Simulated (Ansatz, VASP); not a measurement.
## O in VASP and in Ansatz

INCAR

```
SYSTEM = O
PREC = Accurate
ENCUT = 520
EDIFF = 1E-7
ISMEAR = -1
SIGMA = 0.05
LREAL = .False.
LASPH = .True.
NELM = 100
ALGO = Normal
ISIF = 2
LWAVE = .False.
LCHARG = .False.
GGA = PE
NBANDS = 13
```

Contents of KPOINTS:

```
Automatic mesh
0
Gamma
  10 10 8
  0 0 0
```

File POSCAR:

```
O
1.0
    2.8981554719     -1.6896735049      0.0000000000
    2.8981554719      1.6896735049      0.0000000000
   -2.4337523388      0.0000000000      3.7068485185
O
2
Direct
    0.0254538300      0.0254538300      0.1555740200
    0.9745461700      0.9745461700      0.8444259800
```

Input for Ansatz:

```yaml
crystal:
  lattice:
    - [2.8981554719, -1.6896735049, 0.0]
    - [2.8981554719, 1.6896735049, 0.0]
    - [-2.4337523388, 0.0, 3.7068485185]
  atoms:
    - { symbol: O, position: [0.02545383, 0.02545383, 0.15557402] }
    - { symbol: O, position: [0.97454617, 0.97454617, 0.84442598] }
kpoints:
  mp_grid: { grid: [10, 10, 8] }
scf:
  occupations: { method: fermi_dirac, width: 0.05 }
  lower_state_search: "off"
hamiltonian:
  xc: pbe
  pseudopotentials: { kind: paw }
output:
  forces: true
  stress: true
  eigenvalues: true
```

Change from the starting cell: volume scaled by 1.05, no spin polarisation, PAW files.

Alike in both runs: task single point; functional PBE; k mesh 10 × 10 × 8; occupations fermi-dirac, width 0.05 eV; no spin polarisation.

```csv
,VASP,Ansatz
version,VASP 6.6.1,Ansatz 0.2.0
potentials or method,"VASP PAW PBE potentials, release 64 (O)","PAW with Ansatz's default frozen-core files, scalar-relativistic"
plane-wave cutoff (eV),520,420
valence electrons in the cell,12,12
```

Ansatz gave:

| Item | Value |
| --- | --- |
| pressure (GPa) | -4.2 |
| traceless stress, the component that is largest in VASP (GPa) | 3.24 |
| rms of the force components (eV/Å) | 0.872 |

Problem. What did VASP give for the same quantities?

Solution. Pressure (GPa): -2.8; traceless stress, the component that is largest in VASP (GPa): 2.24; rms of the force components (eV/Å): 0.344.

Atom by atom the forces differ by 0.534 eV/Å (rms over components). The functional is the same, so the differences come from potentials, cutoffs and numerics.

Noted on VASP's run: the standard files for N, O and F lose accuracy on very short bonds; spin is off for a triplet molecule.
